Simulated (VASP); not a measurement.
# ScC3 (P6_3/mmc) in VASP: relaxation of cell and atoms with PBE

Aim: the relaxation of cell and atoms of ScC3 with PBE.

All numbers are computed with VASP 6.6.1; they aren't measurements. Logs are shortened: lines on timing, memory, paths and dates and some standing lists are left out, and cuts for length are marked.

## 1. The cell of the first run

The structure is hexagonal, space group P6_3/mmc (No. 194). The conventional cell has a = 4.968 Å, b = 4.968 Å, c = 3.988 Å, α = 90.00°, β = 90.00°, γ = 120.00°. Within 3.2 Å of Sc (site symmetry -6m2) lie 12 C at 2.45 to 2.48 Å. C (site symmetry mm2) has 4 Sc at 2.45 to 2.48 Å and 8 C at 2.46 to 2.49 Å within 3.2 Å.

## 2. Relaxation of cell and atoms, PBE

Contents of INCAR:

```
SYSTEM = ScC3
ALGO = Normal ; EDIFF = 1E-7
EDIFFG = -0.04 ; ENCUT = 1300
GGA = PE ; GGA_COMPAT = .FALSE.
IBRION = 2 ; ISIF = 3
ISMEAR = 0 ; LASPH = .TRUE.
LCHARG = .FALSE. ; LREAL = .FALSE.
LWAVE = .FALSE. ; NELM = 120
NELMIN = 4 ; NSW = 90
PREC = Accurate ; SIGMA = 0.1
```

Contents of KPOINTS:

```
k-points
0
G
  6 6 4
  0 0 0
```

Contents of POSCAR:

```
ScC3
1.0
    4.9681289122      0.0000000000      0.0000000000
   -2.4840644561      4.3025258472      0.0000000000
    0.0000000000      0.0000000000      3.9876899961
Sc C
2 6
Direct
    0.3333333333      0.6666666667      0.2500000000
    0.6666666667      0.3333333333      0.7500000000
    0.8330000000      0.6660000000      0.2500000000
    0.1670000000      0.8330000000      0.7500000000
    0.3340000000      0.1670000000      0.2500000000
    0.1670000000      0.3340000000      0.7500000000
    0.8330000000      0.1670000000      0.2500000000
    0.6660000000      0.8330000000      0.7500000000
```

Potentials or basis: VASP PAW PBE potentials, release 64 (Sc_sv, C_h).

Run with:

```
$ cat potpaw_PBE.64/Sc_sv/POTCAR potpaw_PBE.64/C_h/POTCAR > POTCAR
$ mpirun -np 1 vasp_std > vasp.out
```

OUTCAR:

```text
SYSTEM = ScC3
   EDIFF = 1E-7
   EDIFFG = -0.04
   ENCUT = 1300
   GGA = PE
   IBRION = 2
   ISIF = 3
   ISMEAR = 0
   LASPH = .TRUE.
   LREAL = .FALSE.
   NELM = 120
   NELMIN = 4
   NSW = 90
   PREC = Accurate

 ion  position               nearest neighbor table
   1  0.333  0.667  0.250-   4 2.45   4 2.45   6 2.45   6 2.45   8 2.45   8 2.45
   2  0.667  0.333  0.750-   7 2.45   7 2.45   3 2.45   3 2.45   5 2.45   5 2.45
   3  0.833  0.666  0.250-   2 2.45   2 2.45
   4  0.167  0.833  0.750-   1 2.45   1 2.45
   5  0.334  0.167  0.250-   2 2.45   2 2.45
   6  0.167  0.334  0.750-   1 2.45   1 2.45
   7  0.833  0.167  0.250-   2 2.45   2 2.45
   8  0.666  0.833  0.750-   1 2.45   1 2.45

  LATTYP: Found a hexagonal cell.
 ALAT       =     4.9681289122
 C/A-ratio  =     0.8026542923

  Lattice vectors:

 A1 = (   4.9681289122,   0.0000000000,   0.0000000000)
 A2 = (  -2.4840644561,   4.3025258472,   0.0000000000)
 A3 = (   0.0000000000,   0.0000000000,   3.9876899961)

Analysis of symmetry for initial positions (statically):
=====================================================================
 Subroutine PRICEL returns:
 Original cell was already a primitive cell.

 Routine SETGRP: Setting up the symmetry group for a
 hexagonal supercell.

 Subroutine GETGRP returns: Found 24 space group operations
 (whereof 12 operations were pure point group operations)
 out of a pool of 24 trial point group operations.

The static configuration has the point symmetry D_3d.
 The point group associated with its full space group is D_6h.

Analysis of symmetry for dynamics (positions and initial velocities):
=====================================================================
 Subroutine PRICEL returns:
 Original cell was already a primitive cell.

 Routine SETGRP: Setting up the symmetry group for a
 hexagonal supercell.

 Subroutine GETGRP returns: Found 24 space group operations
 (whereof 12 operations were pure point group operations)
 out of a pool of 24 trial point group operations.

The dynamic configuration has the point symmetry D_3d.
 The point group associated with its full space group is D_6h.

 Subroutine INISYM returns: Found 24 space group operations
 (whereof 12 operations are pure point group operations),
 and found     1 'primitive' translations

----------------------------------------------------------------------------------------

                                     Primitive cell

  volume of cell :      85.2389

  direct lattice vectors                    reciprocal lattice vectors
     4.968128912  0.000000000  0.000000000     0.201283022  0.116210807  0.000000000
    -2.484064456  4.302525847  0.000000000     0.000000000  0.232421614  0.000000000
     0.000000000  0.000000000  3.987689996     0.000000000  0.000000000  0.250771750

  length of vectors
     4.968128912  4.968128912  3.987689996     0.232421614  0.232421614  0.250771750

  position of ions in fractional coordinates (direct lattice)
     0.333333333  0.666666667  0.250000000
     0.666666667  0.333333333  0.750000000
     0.833000000  0.666000000  0.250000000
     0.167000000  0.833000000  0.750000000
     0.334000000  0.167000000  0.250000000
     0.167000000  0.334000000  0.750000000
     0.833000000  0.167000000  0.250000000
     0.666000000  0.833000000  0.750000000

  ion indices of the primitive-cell ions
   primitive index   ion index
                 1           1
                 2           2
                 3           3
                 4           4
                 5           5
                 6           6
                 7           7
                 8           8

----------------------------------------------------------------------------------------

 KPOINTS: k-points

Automatic generation of k-mesh.
 Grid dimensions read from file:
 generate k-points for:    6    6    4

 Generating k-lattice:

  Cartesian coordinates                     Fractional coordinates (reciprocal lattice)
     0.033547170  0.019368468  0.000000000     0.166666667  0.000000000  0.000000000
     0.000000000  0.038736936  0.000000000     0.000000000  0.166666667  0.000000000
     0.000000000  0.000000000  0.062692938     0.000000000  0.000000000  0.250000000

  Length of vectors
     0.038736936  0.038736936  0.062692938

  Shift w.r.t. Gamma in fractional coordinates (k-lattice)
     0.000000000  0.000000000  0.000000000

 Subroutine IBZKPT returns following result:
 ===========================================

 Found     21 irreducible k-points:

 Following reciprocal coordinates:
            Coordinates               Weight
  0.000000  0.000000  0.000000      1.000000
  0.166667 -0.000000  0.000000      6.000000
  0.333333  0.000000  0.000000      6.000000
  0.500000 -0.000000  0.000000      3.000000
  0.166667  0.166667  0.000000      6.000000
  0.333333  0.166667  0.000000     12.000000
[... 13 lines left out ...]
  0.333333  0.166667  0.500000     12.000000
  0.333333  0.333333  0.500000      2.000000
   k-points           NKPTS =     21   k-points in BZ     NKDIM =     21   number of bands    NBANDS=     28
   number of dos      NEDOS =    301   number of ions     NIONS =      8
   total plane-waves  NPLWV = 172800
   dimension x,y,z NGX =    60 NGY =   60 NGZ =   48
   dimension x,y,z NGXF=   120 NGYF=  120 NGZF=   96
   ions per type =               2   6
   NGX,Y,Z   is equivalent  to a cutoff of  20.08, 20.08, 20.01 a.u.
   NGXF,Y,Z  is equivalent  to a cutoff of  40.15, 40.15, 40.02 a.u.
 SYSTEM =  ScC3
   PREC   = accura    normal or accurate (medium, high low for compatibility)
   ISTART =      0    job   : 0-new  1-cont  2-samecut
   ICHARG =      2    charge: 1-file 2-atom 10-const
   ISPIN  =      1    spin polarized calculation?
   LNONCOLLINEAR =      F non collinear calculations
   LSORBIT =      F    spin-orbit coupling
   LASPH  =      T    aspherical Exc in radial PAW
   ENCUT  = 1300.0 eV  95.55 Ry    9.77 a.u.  14.61 14.61 11.72*2*pi/ulx,y,z
   NELM   =    120;   NELMIN=  4; NELMDL= -5     # of ELM steps
   EDIFF  = 0.1E-06   stopping-criterion for ELM
   LREAL  =      F    real-space projection
   EDIFFG = -.4E-01   stopping-criterion for IOM
   NSW    =     90    number of steps for IOM
   IBRION =      2    ionic relax: 0-MD 1-quasi-New 2-CG
   NFREE  =      1    steps in history (QN), initial steepest desc. (CG)
   ISIF   =      3    stress and relaxation
   ISYM   =      2    0-nonsym 1-usesym 2-fastsym
   POTIM  = 0.5000    time-step for ionic-motion
   TEBEG  =    0.0;   TEEND  =   0.0 temperature during run
   PSTRESS=    0.0 pullay stress
   NELECT =      46.0000    total number of electrons
   NUPDOWN=      -1.0000    fix difference up-down
   EMIN   =  10.00;   EMAX   =-10.00  energy-range for DOS
   EFERMI =   0.00;   METHOD = LEGACY
   ISMEAR =     0;   SIGMA  =   0.10  broadening in eV -4-tet -1-fermi 0-gaus
   EFERMI_NEDOS =   21; number of points for ismear=-14 and -15
   IALGO  =     38    algorithm
   IMIX   =      4    mixing-type and parameters
     AMIX     =   0.40;   BMIX     =  1.00
     AMIX_MAG =   1.60;   BMIX_MAG =  1.00
  volume/ion in A,a.u.               =      10.65        71.90
  Fermi-wavevector in a.u.,A,eV,Ry     =   1.332851  2.518723 24.170630  1.776491
  Thomas-Fermi vector in A             =   2.461754
   LORBIT       =      0    0 simple, 1 ext, 2 COOP (PROOUT), +10 PAW based schemes
   GGA     = PE    functional components
   LHFCALC =     F    Hartree Fock is set to
   AEXX    =    0.0000 exact exchange contribution
   IVDW    =     0    specifies the selected vdW correction
   LEPSILON=     F    determine dielectric tensor
   LRPA    =     F    only Hartree local field effects (RPA)
 conjugate gradient relaxation of ions
 non-spin polarized calculation
 Gauss-broadening in eV      SIGMA  =   0.10
  energy-cutoff  :     1300.00
  volume of cell :       85.24
 maximum number of plane-waves:      9113
 NGX is ok and might be reduce to    60
   NGX = 29   NGY = 29   NGZ = 23

--------------------------------------- Ionic step        1  -------------------------------------------

 number of electron      46.0000001 magnetization

 Free energy of the ion-electron system (eV)
  ---------------------------------------------------
  ext. energy  EPLUGINS =         0.00000000
  ---------------------------------------------------
  free energy    TOTEN  =       -50.30069312 eV

  energy without entropy =      -50.27784407  energy(sigma->0) =      -50.28926860

------------------------ aborting loop because EDIFF is reached ----------------------------------------

  FORCE on cell =-STRESS in cart. coord.  units (eV):
  Direction    XX          YY          ZZ          XY          YZ          ZX
  --------------------------------------------------------------------------------------
  -------------------------------------------------------------------------------------
  Total      -10.1637429    -10.1637429     -4.9773423     -0.0000000      0.0000000      0.0000000
  in kB     -191.0409715   -191.0409715    -93.5557229     -0.0000000      0.0000000      0.0000000
  external PRESSURE =    -158.5458886 kB  Pullay stress =       0.0000000 kB
[... 107 lines left out ...]
  FREE ENERGIE OF THE ION-ELECTRON SYSTEM (eV)
  ---------------------------------------------------
  free  energy   TOTEN  =       -51.7671024984 eV

  energy  without entropy=      -51.7499178757  energy(sigma->0) =      -51.75851019

 E-fermi :  10.6962     XC(G=0): -13.2678

 val. band max:       10.6642736783   @ k =   0.3333   0.1667   0.5000
 cond. band min:      10.7172867062   @ k =   0.5000  -0.0000   0.5000
 fundamental gap:      0.0530130279
 Fermi energy:        10.6962323155

 k-point     1 :       0.0000    0.0000    0.0000
  band No.  band energies     occupation
      1     -38.4324      2.00000
      2     -38.2960      2.00000
      3     -17.4675      2.00000
      4     -17.4675      2.00000
      5     -17.3031      2.00000
      6     -17.2229      2.00000
[... 640 lines left out ...]
     27      13.2848      0.00000
     28      13.2848      0.00000

[... ionic steps 4 to 43 ...]

--------------------------------------- Ionic step       44  -------------------------------------------

 number of electron      45.9999999 magnetization

------------------------ aborting loop because EDIFF is reached ----------------------------------------

  FORCE on cell =-STRESS in cart. coord.  units (eV):
  Direction    XX          YY          ZZ          XY          YZ          ZX
  --------------------------------------------------------------------------------------
  -------------------------------------------------------------------------------------
  Total        0.0016770      0.0016770      0.0683221      0.0000000      0.0000000      0.0000000
  in kB        0.0285429      0.0285429      1.1628660      0.0000000      0.0000000      0.0000000
  external PRESSURE =       0.4066506 kB  Pullay stress =       0.0000000 kB
[... 69 lines left out ...]
  energy  without entropy=      -61.2787486014  energy(sigma->0) =      -61.28444614

--------------------------------------- Ionic step       46  -------------------------------------------

 number of electron      45.9999999 magnetization

 Free energy of the ion-electron system (eV)
  ---------------------------------------------------
  ext. energy  EPLUGINS =         0.00000000
  ---------------------------------------------------
  free energy    TOTEN  =       -61.29021870 eV

  energy without entropy =      -61.27874645  energy(sigma->0) =      -61.28448257

 E-fermi :   4.5373     XC(G=0): -10.6805

 val. band max:        4.5030353953   @ k =   0.1667  -0.0000   0.0000
 cond. band min:       4.5785972820   @ k =   0.5000  -0.0000   0.2500
 fundamental gap:      0.0755618867
 Fermi energy:         4.5372982916

 k-point     1 :       0.0000    0.0000    0.0000
  band No.  band energies     occupation
      1     -44.7664      2.00000
      2     -44.7561      2.00000
      3     -23.5905      2.00000
      4     -23.5185      2.00000
      5     -23.3438      2.00000
      6     -23.3438      2.00000
[... 675 lines left out ...]
  FREE ENERGIE OF THE ION-ELECTRON SYSTEM (eV)
  ---------------------------------------------------
  free  energy   TOTEN  =       -61.2902186981 eV

  energy  without entropy=      -61.2787464455  energy(sigma->0) =      -61.28448257

 reached required accuracy - stopping structural energy minimisation
```

Wall time 52 min (1 thread of Intel Xeon 6975P-C (Granite Rapids), shared host); peak memory 0.61 GiB.

What came out:

```
Free energy                           : -61.2902 eV
Relaxed volume                        : 11.79 Å³/atom
Relaxed cell                          : a = 4.524 Å, b = 4.524 Å, c = 5.322 Å, α = 90.00°, β = 90.00°, γ = 120.00°
Space group after relaxing (to 0.1 Å) : P6_3/mmc (No. 194)
Pressure after relaxing               : 0.1 GPa
Largest force after relaxing          : 0.015 eV/Å
Band gap on the k mesh                : zero (bands 23 and 24 overlap by 3.04 eV)
```

Forces in eV/Å, atoms in the order of the input:
```
Sc   0.000  0.000  0.000
Sc   0.000  0.000  0.000
C    0.000  0.015  0.000
C   -0.013  0.007  0.000
C   -0.013 -0.007  0.000
C    0.000 -0.015  0.000
C    0.013 -0.007  0.000
C    0.013  0.007  0.000
```

Stress tensor (GPa, compression positive):
```
 0.11  0.00  0.00
 0.00  0.11  0.00
 0.00  0.00 -0.06
```

Final structure:
```
Sc C
1.0
     4.52379    0.00000    0.00000
    -2.26189    3.91771    0.00000
     0.00000    0.00000    5.32217
Sc C
2 6
Direct
  0.33333 0.66667 0.25000
  0.66667 0.33333 0.75000
  0.89470 0.78941 0.25000
  0.10530 0.89470 0.75000
  0.21059 0.10530 0.25000
  0.10530 0.21059 0.75000
  0.89470 0.10530 0.25000
  0.78941 0.89470 0.75000
```

Levels at points of the mesh, in eV from the Fermi level:
```tsv
k point	band 18	band 19	band 20	band 21	band 22	band 23	band 24	band 25	band 26	band 27
(0.00, 0.00, 0.00)	-2.20	-2.20	-1.73	-1.01	-1.01	0.44	0.44	1.53	1.53	2.22
(0.50, 0.00, 0.00)	-3.01	-2.03	-1.81	-1.46	-1.10	-0.82	-0.73	2.23	2.89	3.03
(0.00, 0.00, 0.50)	-3.98	-1.80	-1.80	-1.80	-1.80	2.31	2.31	2.31	2.31	2.52
(0.50, 0.00, 0.50)	-3.39	-2.26	-2.26	-1.45	-1.45	0.45	0.45	1.52	1.52	3.18
```

Caveat: the k points lie up to 0.30 Å⁻¹ apart in the final cell, too coarse for converged energies and pressures of a metal; a cell axis changed by over 15 % at a fixed basis, so the end point is rough.

The gap in the log of VASP goes by the Fermi energy; the results here count the filled bands.